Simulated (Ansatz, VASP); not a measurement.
**CdHg5Se6: VASP beside Ansatz**

INCAR

```
SYSTEM = CdHg5Se6
ALGO = Normal ; EDIFF = 1E-7
ENCUT = 520 ; GGA = PE
ISIF = 2 ; ISMEAR = 0
LASPH = .True. ; LCHARG = .False.
LREAL = .False. ; LWAVE = .False.
NBANDS = 66 ; NELM = 100
PREC = Accurate ; SIGMA = 0.2
```

The input KPOINTS:

```
k-points
0
Gamma
  6 6 2
  0 0 0
```

File POSCAR:

```
CdHg5Se6
1.0
    4.4223038000      0.0000000000      0.0000000000
    0.0000000000      4.4223038000      0.0000000000
    0.0000000000      0.0000000000     18.7235472000
Cd Hg Se
1 5 6
Direct
    0.0000000000      0.0000000000      0.5000000000
    0.0000000000      0.0000000000      0.8326400000
    0.5000000000      0.5000000000      0.0000000000
    0.0000000000      0.0000000000      0.1673600000
    0.5000000000      0.5000000000      0.3346220000
    0.5000000000      0.5000000000      0.6653780000
    0.5000000000      0.0000000000      0.0836680000
    0.0000000000      0.5000000000      0.2509740000
    0.5000000000      0.0000000000      0.4183950000
    0.0000000000      0.5000000000      0.5816050000
    0.5000000000      0.0000000000      0.7490260000
    0.0000000000      0.5000000000      0.9163320000
```

Input for Ansatz:

```yaml
crystal:
  lattice:
    - [4.4223038, 0.0, 0.0]
    - [0.0, 4.4223038, 0.0]
    - [0.0, 0.0, 18.7235472]
  atoms:
    - { symbol: Cd, position: [0.0, 0.0, 0.5] }
    - { symbol: Hg, position: [0.0, 0.0, 0.83264] }
    - { symbol: Hg, position: [0.5, 0.5, 0.0] }
    - { symbol: Hg, position: [0.0, 0.0, 0.16736] }
    - { symbol: Hg, position: [0.5, 0.5, 0.334622] }
    - { symbol: Hg, position: [0.5, 0.5, 0.665378] }
    - { symbol: Se, position: [0.5, 0.0, 0.083668] }
    - { symbol: Se, position: [0.0, 0.5, 0.250974] }
    - { symbol: Se, position: [0.5, 0.0, 0.418395] }
    - { symbol: Se, position: [0.0, 0.5, 0.581605] }
    - { symbol: Se, position: [0.5, 0.0, 0.749026] }
    - { symbol: Se, position: [0.0, 0.5, 0.916332] }
basis:
  ecutwfc: 420
kpoints:
  mp_grid: { grid: [6, 6, 2] }
hamiltonian:
  xc: pbe
scf:
  occupations: { method: gaussian, width: 0.2 }
  lower_state_search: "off"
output:
  forces: true
  stress: true
  eigenvalues: true
```

Alike in both runs: task single point; functional PBE; k mesh 6 × 6 × 2; occupations gaussian, width 0.2 eV; no spin polarisation.

|  | VASP | Ansatz |
| --- | --- | --- |
| version | VASP 6.6.1 | Ansatz 0.2.0 |
| potentials or method | VASP PAW PBE potentials, release 64 (Cd, Hg, Se), cutoff 520 eV | scalar-relativistic, plane waves, PAW |
| valence electrons in the cell | 108 | 216 |

VASP gave:

| Property | Result |
| --- | --- |
| gap on the k mesh at the Fermi level (eV) | none |
| pressure (GPa) | 0.2 |

Estimate Ansatz's values.

gap on the k mesh at the Fermi level (eV): none; pressure (GPa): 0.0.

A gap of «none» marks a metal or a gap that the smearing closes. VASP's potentials hold 108 valence electrons a cell and Ansatz's 216, so a difference there can come from the potentials and not from the codes.

Spin-orbit coupling is off throughout.
